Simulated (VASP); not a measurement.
Write the native input for VASP 6.6.1 that does the following.

* Task: single point
* Functional: r2SCAN
* Dispersion: rVV10
* Potentials or basis: VASP PAW PBE potentials, release 64 (Rb_sv, Br)
* Cutoff: 520 eV
* k mesh: 8 × 8 × 8
* Occupations: fermi-dirac, width 0.03 eV
* Spin: no spin polarisation
* Dipole correction: no
* Further INCAR settings: ALGO = Normal; EDIFF = 1e-07; NBANDS = 15

Crystal: RbBr.

```xyz
2
Lattice="4.0730 0.0000 0.0000 0.0000 4.0730 0.0000 0.0000 0.0000 4.0730" Properties=species:S:1:pos:R:3 pbc="T T T"
Rb    0.0000    0.0000    0.0000
Br    2.0365    2.0365    2.0365
```

These files were run (other wordings do the same):

POSCAR

```
RbBr
1.0
    4.0730174796      0.0000000000      0.0000000000
    0.0000000000      4.0730174796      0.0000000000
    0.0000000000      0.0000000000      4.0730174796
Rb Br
1 1
Direct
    0.0000000000      0.0000000000      0.0000000000
    0.5000000000      0.5000000000      0.5000000000
```

INCAR.step1

```
PREC = Accurate
ENCUT = 520
ISMEAR = -1
SIGMA = 0.03
LREAL = False
LASPH = True
NELM = 100
NBANDS = 15
GGA = PE
ALGO = Normal
EDIFF = 1E-4
LWAVE = True
LCHARG = False
```

INCAR.step2

```
PREC = Accurate
ENCUT = 520
EDIFF = 1E-7
ISMEAR = -1
SIGMA = 0.03
LREAL = False
LASPH = True
NELM = 100
ALGO = Normal
ISIF = 2
LWAVE = False
LCHARG = False
METAGGA = R2SCAN
LMIXTAU = True
LUSE_VDW = True
IVDW_NL = 2
BPARAM = 11.95
CPARAM = 0.0093
NBANDS = 15
ISTART = 1
```

KPOINTS

```
Automatic mesh
0
Gamma
  8 8 8
```

Potentials or basis: VASP PAW PBE potentials, release 64 (Rb_sv, Br).

The run is started by

```sh
$ cat potpaw_PBE.64/Rb_sv/POTCAR potpaw_PBE.64/Br/POTCAR > POTCAR
$ cp INCAR.step1 INCAR
$ mpirun -np 1 vasp_std > vasp.out
$ cp INCAR.step2 INCAR
$ mpirun -np 1 vasp_std > vasp.out
```

It gave:

```json
{
  "Pressure": "0.2 GPa",
  "Band gap on the k mesh": "4.90 eV (least direct gap 5.06 eV)"
}
```

Caveat: the PAW data sets were made with another functional, which shifts forces and pressure a little.

Wall time 2.6 min on 1 thread of AMD EPYC 7R13, on a shared host, peak memory 0.27 GiB.
